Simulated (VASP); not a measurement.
Here is a VASP 6.6.1 calculation.

INCAR

```
PREC = Accurate
ENCUT = 700
EDIFF = 1E-6
ISMEAR = 0
SIGMA = 0.1
LREAL = False
LASPH = True
NELM = 120
ALGO = Normal
ISIF = 2
LWAVE = False
LCHARG = True
GGA = PS
LELF = True
LVHAR = True
ISYM = -1
NBANDS = 22
GGA_COMPAT = False
```

KPOINTS

```
explicit points
72
Reciprocal
  0.08333333   0.08333333   0.12500000 2
  0.08333333   0.08333333   0.37500000 2
  0.08333333   0.08333333   0.62500000 2
  0.08333333   0.08333333   0.87500000 2
  0.08333333   0.25000000   0.12500000 2
  0.08333333   0.25000000   0.37500000 2
  0.08333333   0.25000000   0.62500000 2
  0.08333333   0.25000000   0.87500000 2
  0.08333333   0.41666667   0.12500000 2
  0.08333333   0.41666667   0.37500000 2
  0.08333333   0.41666667   0.62500000 2
  0.08333333   0.41666667   0.87500000 2
  0.08333333   0.58333333   0.12500000 2
  0.08333333   0.58333333   0.37500000 2
  0.08333333   0.58333333   0.62500000 2
  0.08333333   0.58333333   0.87500000 2
  0.08333333   0.75000000   0.12500000 2
  0.08333333   0.75000000   0.37500000 2
  0.08333333   0.75000000   0.62500000 2
  0.08333333   0.75000000   0.87500000 2
  0.08333333   0.91666667   0.12500000 2
  0.08333333   0.91666667   0.37500000 2
  0.08333333   0.91666667   0.62500000 2
  0.08333333   0.91666667   0.87500000 2
  0.25000000   0.08333333   0.12500000 2
  0.25000000   0.08333333   0.37500000 2
  0.25000000   0.08333333   0.62500000 2
  0.25000000   0.08333333   0.87500000 2
  0.25000000   0.25000000   0.12500000 2
  0.25000000   0.25000000   0.37500000 2
  0.25000000   0.25000000   0.62500000 2
  0.25000000   0.25000000   0.87500000 2
  0.25000000   0.41666667   0.12500000 2
  0.25000000   0.41666667   0.37500000 2
  0.25000000   0.41666667   0.62500000 2
  0.25000000   0.41666667   0.87500000 2
  0.25000000   0.58333333   0.12500000 2
  0.25000000   0.58333333   0.37500000 2
  0.25000000   0.58333333   0.62500000 2
  0.25000000   0.58333333   0.87500000 2
  0.25000000   0.75000000   0.12500000 2
  0.25000000   0.75000000   0.37500000 2
  0.25000000   0.75000000   0.62500000 2
  0.25000000   0.75000000   0.87500000 2
  0.25000000   0.91666667   0.12500000 2
  0.25000000   0.91666667   0.37500000 2
  0.25000000   0.91666667   0.62500000 2
  0.25000000   0.91666667   0.87500000 2
  0.41666667   0.08333333   0.12500000 2
  0.41666667   0.08333333   0.37500000 2
  0.41666667   0.08333333   0.62500000 2
  0.41666667   0.08333333   0.87500000 2
  0.41666667   0.25000000   0.12500000 2
  0.41666667   0.25000000   0.37500000 2
  0.41666667   0.25000000   0.62500000 2
  0.41666667   0.25000000   0.87500000 2
  0.41666667   0.41666667   0.12500000 2
  0.41666667   0.41666667   0.37500000 2
  0.41666667   0.41666667   0.62500000 2
  0.41666667   0.41666667   0.87500000 2
  0.41666667   0.58333333   0.12500000 2
  0.41666667   0.58333333   0.37500000 2
  0.41666667   0.58333333   0.62500000 2
  0.41666667   0.58333333   0.87500000 2
  0.41666667   0.75000000   0.12500000 2
  0.41666667   0.75000000   0.37500000 2
  0.41666667   0.75000000   0.62500000 2
  0.41666667   0.75000000   0.87500000 2
  0.41666667   0.91666667   0.12500000 2
  0.41666667   0.91666667   0.37500000 2
  0.41666667   0.91666667   0.62500000 2
  0.41666667   0.91666667   0.87500000 2
```

POSCAR

```
HfC
1.0
    3.3428660000      0.0000000000      0.0000000000
   -1.6714330000      2.8950070000      0.0000000000
    0.0000000000      0.0000000000      5.2027140000
Hf C
2 2
Direct
    0.6666666667      0.3333333333      0.7500000000
    0.3333333333      0.6666666667      0.2500000000
    0.0345422308      0.0690844616      0.0000000000
    0.0000000000      0.0000000000      0.5000000000
```

Potentials or basis: VASP PAW PBE potentials, release 64 (Hf_pv, C).

The run is started by

```bash
$ cat potpaw_PBE.64/Hf_pv/POTCAR potpaw_PBE.64/C/POTCAR > POTCAR
$ mpirun -np 1 vasp_std > vasp.out
```

Question: What does it give for the pressure?

Answer: -5.9 GPa.

Question: What does it give for the band gap on the k mesh?

Answer: Zero (bands 14 and 15 overlap by 0.11 eV).

Question: Estimate the largest force.

Answer: 2.388 eV/Å.

Stress tensor (GPa, compression positive):
```
-6.38  0.19  0.00
 0.19 -6.46  1.81
 0.00  1.81 -4.82
```

Caveat: the cell stands under tension; the PAW data sets were made with another functional, which shifts forces and pressure a little; spin-orbit coupling is left out, which moves the levels of the heavy elements.
